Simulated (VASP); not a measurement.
## ZnSnN2: single point with r2SCAN

The system is ZnSnN2.

```
Zn N Sn
1.0
     3.38202    0.00000    0.00000
     0.00000    3.38202    0.00000
     0.00000    0.00000    4.69964
Zn N Sn
1 2 1
Cartesian
  0.0000 0.0000 0.0000
  0.0000 1.6910 1.1507
  1.6910 0.0000 3.5490
  1.6910 1.6910 2.3498
```

```yaml
Program: VASP 6.6.1
Task: single point
Functional: r2SCAN
Potentials_or_basis: VASP PAW PBE potentials, release 64 (Zn, N, Sn_d)
Cutoff: 520 eV
k_mesh: 8 × 8 × 6
Occupations: fermi-dirac, width 0.02 eV
Spin: no spin polarisation
```

```
Pressure               : 0.5 GPa
Largest force          : 0.011 eV/Å
Band gap on the k mesh : 0.34 eV, direct
```

Forces in eV/Å, atoms in the order of the input:
```
Zn   0.000  0.000  0.000
N    0.000  0.000 -0.011
N    0.000  0.000  0.011
Sn   0.000  0.000  0.000
```

Levels at points of the mesh, in eV from the valence-band top:
```
           k point  band 14  band 15  band 16  band 17  band 18  band 19  band 20  band 21  band 22  band 23
(0.00, 0.00, 0.00)    -3.06    -3.06     0.00     0.00     0.00     0.34     3.02     6.66     9.71     9.71
(0.50, 0.00, 0.00)    -4.30    -3.09    -2.74    -1.77    -0.59     4.30     6.04     6.58     7.77     9.17
(0.50, 0.50, 0.00)    -4.31    -3.54    -2.65    -2.65    -1.99     3.18     3.18     5.60     7.78    10.64
(0.00, 0.00, 0.50)    -2.89    -2.15    -2.15    -1.00    -1.00     3.18     3.68     7.39     7.80    10.22
(0.50, 0.00, 0.50)    -5.08    -1.77    -1.21    -0.70    -0.52     2.96     4.73     7.47     7.85     9.05
(0.50, 0.50, 0.50)    -3.98    -3.63    -3.63    -3.38    -2.94     5.69     5.69     6.42     9.33     9.94
```

Wall time 2.5 min on 1 thread of Intel(R) Xeon(R) 6975P-C (Granite Rapids), on a shared host, peak memory 0.23 GiB.

Caveat: the PAW data sets were made with another functional, which shifts forces and pressure a little; spin-orbit coupling is left out, which moves the levels of the heavy elements.
